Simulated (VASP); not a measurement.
A run of VASP 6.6.1 is set up as follows.

Contents of INCAR:

```
  PREC = Accurate
  ENCUT = 600
  EDIFF = 1E-6
  ISMEAR = -1
  SIGMA = 0.1
  LREAL = False
  LASPH = True
  NELM = 120
  ALGO = Normal
  ISIF = 2
  LWAVE = False
  LCHARG = False
  GGA = PS
  NBANDS = 11
  GGA_COMPAT = False
```

KPOINTS

```
regular mesh
0
Gamma
  5 5 5
```

File POSCAR:

```
Mg2Si
1.0
    0.0000000000      3.2327100000      3.2327100000
    3.2327100000      0.0000000000      3.2327100000
    3.2327100000      3.2327100000      0.0000000000
Si Mg
1 2
Direct
    0.0000000000      0.0000000000      0.0000000000
    0.2500000000      0.2500000000      0.2500000000
    0.7500000000      0.7500000000      0.7500000000
```

Potentials or basis: VASP PAW PBE potentials, release 64 (Si, Mg).

Run with:

```bash
$ cat potpaw_PBE.64/Si/POTCAR potpaw_PBE.64/Mg/POTCAR > POTCAR
$ mpirun -np 1 vasp_std > vasp.out
```

Problem. What does it give for the band gap on the k mesh?

Solution. 0.42 eV, indirect (least direct gap 1.50 eV).

Problem. Predict the pressure.

Solution. -3.3 GPa.

Caveat: the PAW data sets were made with another functional, which shifts forces and pressure a little. A k mesh can miss the band edges.
